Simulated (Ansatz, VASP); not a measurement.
# HfO2 in VASP and in Ansatz

Contents of INCAR:

```
SYSTEM = HfO2
ALGO = Normal ; EDIFF = 1E-7
ENCUT = 520 ; GGA = PE
ISIF = 2 ; ISMEAR = 0
LASPH = .TRUE. ; LCHARG = .FALSE.
LREAL = .FALSE. ; LWAVE = .FALSE.
NBANDS = 18 ; NELM = 100
PREC = Accurate ; SIGMA = 0.02
```

The input KPOINTS:

```
k-points
0
G
  8 8 8
  0 0 0
```

File POSCAR:

```
HfO2
1.0
    0.0000000000      2.5987950354      2.5987950354
    2.5987950354      0.0000000000      2.5987950354
    2.5987950354      2.5987950354      0.0000000000
Hf O
1 2
Direct
    0.0000000000      0.0000000000      0.0000000000
    0.2500000000      0.2500000000      0.2500000000
    0.7500000000      0.7500000000      0.7500000000
```

Input for Ansatz:

```yaml
crystal:
  lattice:
    - [0.0, 2.5987950361, 2.5987950361]
    - [2.5987950361, 0.0, 2.5987950361]
    - [2.5987950361, 2.5987950361, 0.0]
  atoms:
    - { symbol: Hf, position: [0.0, 0.0, 0.0] }
    - { symbol: O, position: [0.25, 0.25, 0.25] }
    - { symbol: O, position: [0.75, 0.75, 0.75] }
basis:
  ecutwfc: 420
kpoints:
  mp_grid: { grid: [8, 8, 8] }
hamiltonian:
  xc: pbe
scf:
  occupations: { method: gaussian, width: 0.02 }
output:
  forces: true
  stress: true
  eigenvalues: true
```

Alike in both runs: task single point; functional PBE; k mesh 8 × 8 × 8; occupations gaussian, width 0.02 eV; no spin polarisation.

|  | VASP | Ansatz |
| --- | --- | --- |
| version | VASP 6.6.1 | Ansatz 0.2.0 |
| potentials or method | VASP PAW PBE potentials, release 64 (Hf_pv, O), cutoff 520 eV | scalar-relativistic, plane waves, PAW |
| valence electrons in the cell | 22 | 38 |

Ansatz gave:

```
gap on the k mesh at the Fermi level (eV) : 3.60
least direct gap on the mesh (eV)         : 3.60
pressure (GPa)                            : -12.7
```

Q: What did VASP give for the same quantities?

A: gap on the k mesh at the Fermi level (eV): 3.60; least direct gap on the mesh (eV): 3.60; pressure (GPa): -15.8.

VASP's potentials hold 22 valence electrons a cell and Ansatz's 38, so a difference there can come from the potentials and not from the codes.

Spin-orbit coupling is off throughout.
